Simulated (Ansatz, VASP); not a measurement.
**One calculation of InGa5P6, two programs**

```
In Ga P
1.0
     3.94069    0.00000    0.00000
     0.00000    3.94069    0.00000
     0.00000    0.00000   16.79714
In Ga P
1 5 6
Direct
  0.50000 0.50000 0.50000
  0.00000 0.00000 0.67548
  0.00000 0.00000 0.32452
  0.50000 0.50000 0.16219
  0.00000 0.00000 0.00000
  0.50000 0.50000 0.83781
  0.50000 0.00000 0.40482
  0.00000 0.50000 0.24329
  0.50000 0.00000 0.08109
  0.00000 0.50000 0.91891
  0.50000 0.00000 0.75671
  0.00000 0.50000 0.59518
```

Alike in both runs: task single point; functional LDA; k mesh 8 × 8 × 2; occupations gaussian, width 0.02 eV; no spin polarisation.

```csv
,VASP,Ansatz
version,VASP 6.6.1,Ansatz 0.2.0
potentials or method,"VASP PAW LDA potentials, release 64 (In_d, Ga_d, P), cutoff 520 eV","scalar-relativistic, plane waves, PAW"
valence electrons in the cell,108,108
```

```tsv
	VASP	Ansatz	Ansatz less VASP
gap on the k mesh at the Fermi level (eV)	1.05	1.02	-0.027
least direct gap on the mesh (eV)	1.05	1.02	-0.027
pressure (GPa)	-4.7	-4.8	-0.09
rms of the force components (eV/Å)	0.008	0.008	-0.0006
```

LDA's correlation is that of Perdew and Zunger in VASP and of Perdew and Wang (1992) in Ansatz. Atom by atom the forces differ by 0.001 eV/Å (rms over components).
